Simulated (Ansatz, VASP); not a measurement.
**MoS2, level by level in two programs**

```
Mo S
1.0
     3.12617    0.00000    0.00000
    -1.56309    2.70734    0.00000
     0.00000    0.00000   12.15744
Mo S
2 4
Direct
  0.66667 0.33333 0.75000
  0.33333 0.66667 0.25000
  0.66667 0.33333 0.37700
  0.33333 0.66667 0.87700
  0.66667 0.33333 0.12300
  0.33333 0.66667 0.62300
```

Single points on this cell with VASP 6.6.1 and Ansatz 0.2.0. Each row is one pair of runs. Alike in all rows: spin: off; k mesh: 10 × 10 × 3; smearing: fermi-dirac, width 0.05 eV; VASP's potentials, cutoff: VASP PAW PBE potentials, release 64 (Mo_sv, S), 520 eV; Ansatz's potentials, cutoff: Ansatz PAW, 420 eV.

| level | gap on the k mesh at the Fermi level (eV), VASP | gap on the k mesh at the Fermi level (eV), Ansatz | least direct gap on the mesh (eV), VASP | least direct gap on the mesh (eV), Ansatz | pressure (GPa), VASP | pressure (GPa), Ansatz |
| --- | --- | --- | --- | --- | --- | --- |
| PBE+D3(BJ) | 0.90 | 0.89 | 1.98 | 1.97 | 4.4 | 4.5 |
| RPBE+D3(BJ) | 0.95 | 0.93 | 1.98 | 1.97 | -9.5 | -9.2 |
| PBE | 0.90 | 0.89 | 1.98 | 1.97 | 8.6 | 8.8 |
| PBE+D4 | 0.90 | 0.89 | 1.98 | 1.97 | 4.8 | 4.9 |
| RPBE+D4 | 0.95 | 0.93 | 1.98 | 1.97 | 2.7 | 2.9 |

Gap on the k mesh at the fermi level (eV): the two programs differ by at most 0.018; least direct gap on the mesh (eV): the two programs differ by at most 0.004; pressure (GPa): the two programs differ by at most 0.26.

Noted on Ansatz's runs: odd divisions of the mesh miss points on the zone boundary, where band edges often lie, so the gap on the mesh can be too wide.
